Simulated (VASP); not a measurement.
# Ti (P6/mmm) in VASP: further runs

The runs below take Ti through relaxation of cell and atoms, with PBE.

Everything below comes from runs of VASP 6.6.1. Logs are shortened: lines on timing, memory, paths and dates and some standing lists are left out, and cuts for length are marked.

## 1. The cell of the first run

Symmetry: P6/mmm, No. 191, hexagonal system. Conventional cell: a = 2.692 Å, b = 2.692 Å, c = 2.531 Å, α = 90.00°, β = 90.00°, γ = 120.00°. Within 3.3 Å of Ti (site symmetry 6/mmm) lie 8 Ti at 2.53 to 2.69 Å.

## 2. Relaxation of cell and atoms, PBE, target pressure 16 GPa, at which the enthalpy is minimised

Contents of INCAR:

```
PREC = Accurate
ENCUT = 600
EDIFF = 1E-6
ISMEAR = -1
SIGMA = 0.1
LREAL = False
LASPH = True
NELM = 100
ALGO = Normal
ISIF = 3
LWAVE = False
LCHARG = False
GGA = PE
IBRION = 2
NSW = 60
EDIFFG = -0.005
PSTRESS = 160.0
```

Contents of KPOINTS:

```
Automatic mesh
0
Gamma
  16 16 15
```

Contents of POSCAR:

```
Ti
1.0
    2.6920765173      0.0000000000      0.0000000000
   -1.3460382586      2.3314066529      0.0000000000
    0.0000000000      0.0000000000      2.5305519263
Ti
1
Direct
    0.0000000000      0.0000000000      0.0000000000
```

Potentials or basis: VASP PAW PBE potentials, release 64 (Ti_sv).

Started as:

```console
cat potpaw_PBE.64/Ti_sv/POTCAR > POTCAR
mpirun -np 1 vasp_std > vasp.out
```

OUTCAR:

```text
PREC = Accurate
   ENCUT = 600
   EDIFF = 1E-6
   ISMEAR = -1
   LREAL = False
   LASPH = True
   NELM = 100
   ISIF = 3
   GGA = PE
   IBRION = 2
   NSW = 60
   EDIFFG = -0.005
   PSTRESS = 160.0

 ion  position               nearest neighbor table
   1  0.000  0.000  0.000-

  LATTYP: Found a hexagonal cell.
 ALAT       =     2.6920765173
 C/A-ratio  =     0.9400000000

  Lattice vectors:

 A1 = (   2.6920765173,   0.0000000000,   0.0000000000)
 A2 = (  -1.3460382586,   2.3314066529,   0.0000000000)
 A3 = (   0.0000000000,   0.0000000000,   2.5305519263)

Analysis of symmetry for initial positions (statically):
=====================================================================
 Subroutine PRICEL returns:
 Original cell was already a primitive cell.

 Routine SETGRP: Setting up the symmetry group for a
 hexagonal supercell.

 Subroutine GETGRP returns: Found 24 space group operations
 (whereof 24 operations were pure point group operations)
 out of a pool of 24 trial point group operations.

The static configuration has the point symmetry D_6h.

Analysis of symmetry for dynamics (positions and initial velocities):
=====================================================================
 Subroutine PRICEL returns:
 Original cell was already a primitive cell.

 Routine SETGRP: Setting up the symmetry group for a
 hexagonal supercell.

 Subroutine GETGRP returns: Found 24 space group operations
 (whereof 24 operations were pure point group operations)
 out of a pool of 24 trial point group operations.

The dynamic configuration has the point symmetry D_6h.

 Subroutine INISYM returns: Found 24 space group operations
 (whereof 24 operations are pure point group operations),
 and found     1 'primitive' translations

----------------------------------------------------------------------------------------

                                     Primitive cell

  volume of cell :      15.8826

  direct lattice vectors                    reciprocal lattice vectors
     2.692076517  0.000000000  0.000000000     0.371460467  0.214462801  0.000000000
    -1.346038259  2.331406653  0.000000000     0.000000000  0.428925601  0.000000000
     0.000000000  0.000000000  2.530551926     0.000000000  0.000000000  0.395170709

  length of vectors
     2.692076517  2.692076517  2.530551926     0.428925601  0.428925601  0.395170709

  position of ions in fractional coordinates (direct lattice)
     0.000000000  0.000000000  0.000000000

  ion indices of the primitive-cell ions
   primitive index   ion index
                 1           1

----------------------------------------------------------------------------------------

 KPOINTS: Automatic mesh

Automatic generation of k-mesh.
 Grid dimensions read from file:
 generate k-points for:   16   16   15

 Generating k-lattice:

  Cartesian coordinates                     Fractional coordinates (reciprocal lattice)
     0.023216279  0.013403925  0.000000000     0.062500000  0.000000000  0.000000000
     0.000000000  0.026807850  0.000000000     0.000000000  0.062500000  0.000000000
     0.000000000  0.000000000  0.026344714     0.000000000  0.000000000  0.066666667

  Length of vectors
     0.026807850  0.026807850  0.026344714

  Shift w.r.t. Gamma in fractional coordinates (k-lattice)
     0.000000000  0.000000000  0.000000000

 Subroutine IBZKPT returns following result:
 ===========================================

 Found    240 irreducible k-points:

 Following reciprocal coordinates:
            Coordinates               Weight
  0.000000  0.000000  0.000000      1.000000
  0.062500  0.000000  0.000000      6.000000
  0.125000  0.000000  0.000000      6.000000
  0.187500  0.000000  0.000000      6.000000
  0.250000  0.000000  0.000000      6.000000
  0.312500  0.000000  0.000000      6.000000
[... 16 lines left out ...]
  0.187500  0.187500  0.000000      6.000000
  0.250000  0.187500  0.000000     12.000000
 [... further k-points ...]
   k-points           NKPTS =    240   k-points in BZ     NKDIM =    240   number of bands    NBANDS=     10
   number of dos      NEDOS =    301   number of ions     NIONS =      1
   total plane-waves  NPLWV =  11520
   dimension x,y,z NGX =    24 NGY =   24 NGZ =   20
   dimension x,y,z NGXF=    48 NGYF=   48 NGZF=   40
   ions per type =               1
   NGX,Y,Z   is equivalent  to a cutoff of  14.82, 14.82, 13.14 a.u.
   NGXF,Y,Z  is equivalent  to a cutoff of  29.64, 29.64, 26.28 a.u.
 SYSTEM =  unknown system
   PREC   = accura    normal or accurate (medium, high low for compatibility)
   ISTART =      0    job   : 0-new  1-cont  2-samecut
   ICHARG =      2    charge: 1-file 2-atom 10-const
   ISPIN  =      1    spin polarized calculation?
   LNONCOLLINEAR =      F non collinear calculations
   LSORBIT =      F    spin-orbit coupling
   LASPH  =      T    aspherical Exc in radial PAW
   ENCUT  =  600.0 eV  44.10 Ry    6.64 a.u.   5.38  5.38  5.05*2*pi/ulx,y,z
   NELM   =    100;   NELMIN=  2; NELMDL= -5     # of ELM steps
   EDIFF  = 0.1E-05   stopping-criterion for ELM
   LREAL  =      F    real-space projection
   EDIFFG = -.5E-02   stopping-criterion for IOM
   NSW    =     60    number of steps for IOM
   IBRION =      2    ionic relax: 0-MD 1-quasi-New 2-CG
   NFREE  =      1    steps in history (QN), initial steepest desc. (CG)
   ISIF   =      3    stress and relaxation
   ISYM   =      2    0-nonsym 1-usesym 2-fastsym
   POTIM  = 0.5000    time-step for ionic-motion
   TEBEG  =    0.0;   TEEND  =   0.0 temperature during run
   PSTRESS=  160.0 pullay stress
   NELECT =      12.0000    total number of electrons
   NUPDOWN=      -1.0000    fix difference up-down
   EMIN   =  10.00;   EMAX   =-10.00  energy-range for DOS
   EFERMI =   0.00;   METHOD = LEGACY
   ISMEAR =    -1;   SIGMA  =   0.10  broadening in eV -4-tet -1-fermi 0-gaus
   EFERMI_NEDOS =   21; number of points for ismear=-14 and -15
   IALGO  =     38    algorithm
   IMIX   =      4    mixing-type and parameters
     AMIX     =   0.40;   BMIX     =  1.00
     AMIX_MAG =   1.60;   BMIX_MAG =  1.00
  volume/ion in A,a.u.               =      15.88       107.18
  Fermi-wavevector in a.u.,A,eV,Ry     =   1.491060  2.817694 30.249274  2.223259
  Thomas-Fermi vector in A             =   2.603763
   LORBIT       =      0    0 simple, 1 ext, 2 COOP (PROOUT), +10 PAW based schemes
   GGA     = PE    functional components
   LHFCALC =     F    Hartree Fock is set to
   AEXX    =    0.0000 exact exchange contribution
   IVDW    =     0    specifies the selected vdW correction
   LEPSILON=     F    determine dielectric tensor
   LRPA    =     F    only Hartree local field effects (RPA)
 conjugate gradient relaxation of ions
 non-spin polarized calculation
  energy-cutoff  :      600.00
  volume of cell :       15.88
 maximum number of plane-waves:       550
 NGX is ok and might be reduce to    24

--------------------------------------- Ionic step        1  -------------------------------------------

 number of electron      12.0000002 magnetization

 Free energy of the ion-electron system (eV)
  ---------------------------------------------------
  ext. energy  EPLUGINS =         0.00000000
  ---------------------------------------------------
  free energy    TOTEN  =        -7.41648794 eV

  energy without entropy =       -7.37040808  energy(sigma->0) =       -7.39344801

------------------------ aborting loop because EDIFF is reached ----------------------------------------

  FORCE on cell =-STRESS in cart. coord.  units (eV):
  Direction    XX          YY          ZZ          XY          YZ          ZX
  --------------------------------------------------------------------------------------
  -------------------------------------------------------------------------------------
  Total        0.9422375      0.9422375      1.6267080      0.0000000      0.0000000      0.0000000
  in kB       95.0495961     95.0495961    164.0965674      0.0000000      0.0000000      0.0000000
  external PRESSURE =     -41.9347468 kB  Pullay stress =     160.0000000 kB
[... 207 lines left out ...]
  enthalpy is  TOTEN    =        -5.8497983265 eV   P V=        1.5478123827

--------------------------------------- Ionic step        7  -------------------------------------------

 number of electron      12.0000002 magnetization

 Free energy of the ion-electron system (eV)
  ---------------------------------------------------
  ext. energy  EPLUGINS =         0.00000000
  ---------------------------------------------------
  free energy    TOTEN  =        -7.39074205 eV

  energy without entropy =       -7.35858986  energy(sigma->0) =       -7.37466595

 E-fermi :   9.3238     XC(G=0): -12.0121

 val. band max:        9.3166465598   @ k =   0.3750   0.2500   0.0000
 cond. band min:       9.3376641225   @ k =   0.2500   0.2500   0.0000
 fundamental gap:      0.0210175627
 Fermi energy:         9.3237982554

 k-point     1 :       0.0000    0.0000    0.0000
  band No.  band energies     occupation
      1     -47.0746      2.00000
      2     -22.7943      2.00000
      3     -22.5650      2.00000
      4     -22.5650      2.00000
      5       3.3044      2.00000
      6       7.7878      2.00000
      7      10.5658      0.00001
      8      10.5658      0.00001
      9      13.8918      0.00000
     10      13.8918      0.00000
[... 287 lines left out ...]
 k-point    24 :       0.2500    0.1875    0.0000
  band No.  band energies     occupation
      1     -46.8400      2.00000
      2     -23.5772      2.00000
      3     -22.9869      2.00000
      4     -22.6537      2.00000
      5       7.2029      2.00000
      6       8.4620      1.99964
      7       9.2924      1.15588
      8      11.8837      0.00000
      9      13.1089      0.00000
     10      14.3006      0.00000

 [... further k-points ...]
[... 5 lines left out ...]
  --------------------------------------------------------------------------------------
  -------------------------------------------------------------------------------------
  Total        1.5364719      1.5364719      1.5395635      0.0000000      0.0000000     -0.0000000
  in kB      159.5514080    159.5514080    159.8724444      0.0000000      0.0000000     -0.0000000
  external PRESSURE =      -0.3415799 kB  Pullay stress =     160.0000000 kB
[... 16 lines left out ...]
  FREE ENERGIE OF THE ION-ELECTRON SYSTEM (eV)
  ---------------------------------------------------
  free  energy   TOTEN  =        -7.3907420469 eV

  energy  without entropy=       -7.3585898568  energy(sigma->0) =       -7.37466595

  enthalpy is  TOTEN    =        -5.8499501858 eV   P V=        1.5407918611

 reached required accuracy - stopping structural energy minimisation
```

It took 1.8 min on 1 thread of Intel Xeon 6975P-C, shared host; peak memory 0.18 GiB.

Results:

```yaml
Free_energy: -7.3907 eV
Relaxed_volume: 15.43 Å³/atom
Relaxed_cell: a = 2.622 Å, b = 2.622 Å, c = 2.591 Å, α = 90.00°, β = 90.00°, γ = 120.00°
Space_group_after_relaxing_to_0.05_Å: P6/mmm (No. 191)
Energy_change_on_relaxing_the_enthalpy_is_what_falls: +25.7 meV/atom
Ionic_steps: 7
Pressure_after_relaxing: 16.0 GPa
Band_gap_on_the_k_mesh: zero (band 6 reaches 9.70 eV, above the bottom of band 7 at 9.00 eV)
```

Step by step:
| step | energy change (eV) | largest force (eV/Å) | pressure (GPa) | volume (Å³) |
| --- | --- | --- | --- | --- |
| 1 | 0.0000 | 0.0000 | 11.81 | 15.88 |
| 2 | 0.0835 | 0.0000 | 20.84 | 14.94 |
| 3 | 0.0501 | 0.0000 | 17.73 | 15.24 |
| 4 | 0.0336 | 0.0000 | 16.80 | 15.35 |
| 5 | 0.0336 | 0.0000 | 16.77 | 15.35 |
| 6 | 0.0189 | 0.0000 | 15.46 | 15.50 |
| 7 | 0.0257 | 0.0000 | 15.97 | 15.43 |

Final structure:
```xyz
1
Lattice="2.6224 0.0000 0.0000 -1.3112 2.2711 0.0000 0.0000 0.0000 2.5906" Properties=species:S:1:pos:R:3 pbc="T T T"
Ti    0.0000    0.0000    0.0000
```

Caveat: the cell is relaxed towards a set pressure, so the enthalpy falls and the energy may rise.

## 3. Relaxation of cell and atoms, PBE, target pressure 16 GPa, at which the enthalpy is minimised

This run uses another cell than the first one: it holds 3 atoms, not 1.

Contents of INCAR:

```
SYSTEM = Ti
PREC = Accurate
ENCUT = 600
EDIFF = 1E-6
ISMEAR = -1
SIGMA = 0.1
LREAL = .False.
LASPH = .True.
NELM = 100
ALGO = Normal
ISIF = 3
LWAVE = .False.
LCHARG = .False.
GGA = PE
IBRION = 2
NSW = 32
EDIFFG = -0.005
PSTRESS = 160.0
```

Contents of KPOINTS:

```
Automatic mesh
0
Gamma
  8 8 11
  0 0 0
```

Contents of POSCAR:

```
Ti
1.0
    4.4008592762      0.0000000000      0.0000000000
   -2.2004296381      3.8112559317      0.0000000000
    0.0000000000      0.0000000000      2.7311291705
Ti
3
Direct
    0.0000000000      0.0000000000      0.0000000000
    0.3333333333      0.6666666667      0.5000000000
    0.6666666667      0.3333333333      0.5000000000
```

Potentials or basis: VASP PAW PBE potentials, release 64 (Ti_sv).

Started as:

```console
cat potpaw_PBE.64/Ti_sv/POTCAR > POTCAR
mpirun -np 1 vasp_std > vasp.out
```

Wall time 3.1 min (1 thread of Intel Xeon 6975P-C, shared host); peak memory 0.22 GiB.

The run converged. Its results:

```
Free energy                                            : -23.3090 eV
Relaxed volume                                         : 15.23 Å³/atom
Relaxed cell                                           : a = 4.397 Å, b = 4.397 Å, c = 2.729 Å, α = 90.00°, β = 90.00°, γ = 120.00°
Space group after relaxing (to 0.05 Å)                 : P6/mmm (No. 191)
Energy change on relaxing (the enthalpy is what falls) : +4.0 meV/atom
Ionic steps                                            : 3
Pressure after relaxing                                : 16.0 GPa
Band gap on the k mesh                                 : zero (band 18 reaches 9.96 eV, above the bottom of band 19 at 9.55 eV)
```

The path:
```csv
step,energy change (eV),largest force (eV/Å),pressure (GPa),volume (Å³)
1,0.0000,0.0000,15.55,45.81
2,0.0284,0.0000,16.53,45.53
3,0.0121,0.0000,16.01,45.69
```

Final structure:
```
Ti
1.0
     4.39680    0.00000    0.00000
    -2.19840    3.80774    0.00000
     0.00000    0.00000    2.72880
Ti
3
Cartesian
  -2.1984 3.8077 0.0000
  0.0000 2.5385 1.3644
  2.1984 1.2692 1.3644
```

Levels at points of the mesh, in eV from the Fermi level:
```
           k point  band 16  band 17  band 18  band 19  band 20  band 21
(0.00, 0.00, 0.00)    -0.69    -0.61    -0.61     0.03     0.79     1.46
(0.50, 0.00, 0.00)    -0.52    -0.49    -0.41     0.04     0.64     1.12
```

Caveat: the cell is relaxed towards a set pressure, so the enthalpy falls and the energy may rise.

## 4. Relaxation of cell and atoms, PBE, target pressure 16 GPa, at which the enthalpy is minimised

This run uses another cell than the first one: it holds 3 atoms, not 1.

Contents of INCAR:

```
PREC = Accurate ; ENCUT = 600
EDIFF = 1E-6 ; ISMEAR = -1
SIGMA = 0.1 ; LREAL = False
LASPH = True ; NELM = 60
ALGO = Normal ; ISIF = 3
LWAVE = False ; LCHARG = False
GGA = PE ; IBRION = 2
NSW = 60 ; EDIFFG = -0.005
PSTRESS = 160.0
```

Contents of KPOINTS:

```
Automatic mesh
0
Gamma
  8 8 11
```

Contents of POSCAR:

```
Ti
1.0
    4.4150782319      0.0000000000      0.0000000000
   -2.2075391160      3.8235699086      0.0000000000
    0.0000000000      0.0000000000      2.7373485038
Ti
3
Direct
    0.0000000000      0.0000000000      0.0000000000
    0.3333333333      0.6666666667      0.5000000000
    0.6666666667      0.3333333333      0.5000000000
```

Started as:

```console
cat potpaw_PBE.64/Ti_sv/POTCAR > POTCAR
mpirun -np 1 vasp_std > vasp.out
```

Run time: 7.6 min. Hardware: 1 thread of Intel Xeon 6975P-C, shared host; peak memory 0.22 GiB.

Results (log left out):

```
Free energy                                            : -23.3087 eV
Relaxed volume                                         : 15.23 Å³/atom
Relaxed cell                                           : a = 4.396 Å, b = 4.396 Å, c = 2.729 Å, α = 90.00°, β = 90.00°, γ = 120.00°
Space group after relaxing (to 0.05 Å)                 : P6/mmm (No. 191)
Energy change on relaxing (the enthalpy is what falls) : +16.6 meV/atom
Ionic steps                                            : 9
Pressure after relaxing                                : 16.0 GPa
Band gap on the k mesh                                 : zero (band 18 reaches 9.96 eV, above the bottom of band 19 at 9.55 eV)
```

Step by step:
| step | energy change (eV) | largest force (eV/Å) | pressure (GPa) | volume (Å³) |
| --- | --- | --- | --- | --- |
| 1 | 0.0000 | 0.0000 | 14.17 | 46.21 |
| 2 | 0.1183 | 0.0000 | 18.37 | 45.04 |
| 3 | 0.0496 | 0.0000 | 15.99 | 45.68 |
| 4 | 0.0506 | 0.0000 | 15.99 | 45.67 |
| 5 | 0.0547 | 0.0000 | 16.16 | 45.63 |
| 6 | 0.0517 | 0.0000 | 16.10 | 45.66 |
| 7 | 0.0464 | 0.0000 | 15.89 | 45.72 |
| 8 | 0.0488 | 0.0000 | 15.96 | 45.69 |
| 9 | 0.0499 | 0.0000 | 15.99 | 45.68 |

Final structure:
```
Ti
1.0
     4.39623    0.00000    0.00000
    -2.19811    3.80724    0.00000
     0.00000    0.00000    2.72919
Ti
3
Cartesian
  2.1981 3.8072 0.0000
  0.0000 2.5382 1.3646
  2.1981 1.2691 1.3646
```

Levels at points of the mesh, in eV from the Fermi level:
| k point | band 14 | band 15 | band 16 | band 17 | band 18 | band 19 | band 20 | band 21 | band 22 |
| --- | --- | --- | --- | --- | --- | --- | --- | --- | --- |
| (0.00, 0.00, 0.00) | -2.27 | -0.69 | -0.69 | -0.61 | -0.61 | 0.03 | 0.79 | 1.46 | 1.46 |
| (0.50, 0.00, 0.00) | -3.56 | -2.91 | -0.52 | -0.49 | -0.41 | 0.04 | 0.64 | 1.11 | 1.56 |

Caveat: the cell is relaxed towards a set pressure, so the enthalpy falls and the energy may rise.

## 5. Summary

```tsv
cell	k mesh	gap on the mesh (eV)	pressure (GPa)
relaxed to 16 GPa from a = 2.692, b = 2.692, c = 2.531 Å, angles 90.0, 90.0, 120.0°, 1 atom	16 × 16 × 15	none	16.0
relaxed to 16 GPa from a = 4.401, b = 4.401, c = 2.731 Å, angles 90.0, 90.0, 120.0°, 3 atoms	8 × 8 × 11	none	16.0
relaxed to 16 GPa from a = 4.415, b = 4.415, c = 2.737 Å, angles 90.0, 90.0, 120.0°, 3 atoms	8 × 8 × 11	none	16.0
```

Alike in all rows: task relaxation of cell and atoms; level PBE; potentials or basis VASP PAW PBE potentials, release 64 (Ti_sv); no spin polarisation; cutoff (eV) 600; smearing fermi-dirac 0.1 eV.

Caveats: the cell is relaxed towards a set pressure, so the enthalpy falls and the energy may rise.

Total energies depend on the potentials used, so only differences within one code and one set of settings carry meaning.
